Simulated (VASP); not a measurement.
Write the native input for VASP 6.6.1 that does the following.

```yaml
Task: single point
Functional: PBE
Potentials_or_basis: VASP PAW PBE potentials, release 64 (Pb_d, S)
Cutoff: 520 eV
k_mesh: 10 × 10 × 10
Occupations: gaussian, width 0.03 eV
Spin: no spin polarisation
Dipole_correction: no
Further_INCAR_settings: ALGO = Normal; EDIFF = 1e-07; NBANDS = 17
```

The structure of PbS lies in POSCAR:

```
PbS
1.0
    0.0000000000      2.9353500000      2.9650000000
    2.9353500000      0.0000000000      2.9650000000
    2.9353500000      2.9353500000      0.0000000000
Pb S
1 1
Direct
    0.0000000000      0.0000000000      0.0000000000
    0.5000000000      0.5000000000      0.5000000000
```

This cell differs from its parent crystal: strain -0.0100 x Voigt [1, 1, 0, 0, 0, 0].

The input as run:

INCAR

```
ALGO = Normal ; EDIFF = 1E-7
ENCUT = 520 ; GGA = PE
ISIF = 2 ; ISMEAR = 0
LASPH = T ; LCHARG = T
LELF = T ; LREAL = F
LVHAR = T ; LWAVE = F
NBANDS = 17 ; NELM = 80
PREC = Accurate ; SIGMA = 0.03
```

KPOINTS

```
k-points
0
Gamma
  10 10 10
```

Potentials or basis: VASP PAW PBE potentials, release 64 (Pb_d, S).

The run is started by

```console
$ cat potpaw_PBE.64/Pb_d/POTCAR potpaw_PBE.64/S/POTCAR > POTCAR
$ mpirun -np 1 vasp_std > vasp.out
```

It gave:

| Property | Result |
| --- | --- |
| Pressure | 3.5 GPa |
| Band gap on the k mesh | 0.28 eV |

Caveat: the cell differs from its parent crystal (strain -0.0100 x Voigt [1, 1, 0, 0, 0, 0]); the cell stands under pressure; spin-orbit coupling is left out, which moves the levels of the heavy elements.

Wall time 37 s on 1 thread of Intel(R) Xeon(R) Platinum 8559C (Emerald Rapids), with other jobs on the host, peak memory 0.23 GiB.
